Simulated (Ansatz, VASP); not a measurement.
**One calculation of PbS, two programs**

```xyz
4
Lattice="2.0338 -3.5227 0.0000 2.0338 3.5227 0.0000 0.0000 0.0000 7.3127" Properties=species:S:1:pos:R:3 pbc="T T T"
Pb    2.0901    3.6200    3.4725
Pb    2.0901   -3.4253    7.1289
S     2.0901   -1.0769    5.1562
S     1.8650    0.8821    1.4887
```

Change from the starting cell: atom 4 moved 0.45 Å.

Alike in both runs: task single point; functional PBEsol; k mesh 9 × 9 × 6; occupations gaussian, width 0.03 eV; no spin polarisation.

|  | VASP | Ansatz |
| --- | --- | --- |
| version | VASP 6.6.1 | Ansatz 0.2.0 |
| potentials or method | VASP PAW PBE potentials, release 64 (Pb_d, S), cutoff 520 eV | scalar-relativistic, plane waves, PAW |
| valence electrons in the cell | 40 | 40 |

Ansatz gave:

| Quantity | Value |
| --- | --- |
| gap on the k mesh at the Fermi level (eV) | 0.21 |
| least direct gap on the mesh (eV) | 0.56 |
| pressure (GPa) | 1.5 |
| traceless stress, the component that is largest in VASP (GPa) | -2.56 |
| rms of the force components (eV/Å) | 0.502 |

**Question.** Which values does VASP return?

**Answer.** gap on the k mesh at the Fermi level (eV): 0.22; least direct gap on the mesh (eV): 0.56; pressure (GPa): 1.5; traceless stress, the component that is largest in VASP (GPa): -2.56; rms of the force components (eV/Å): 0.503.

VASP's potentials were made for PBE, not for PBEsol. Atom by atom the forces differ by 0.001 eV/Å (rms over components). The functional is the same, so the differences come from potentials, cutoffs and numerics.

Spin-orbit coupling is off throughout.
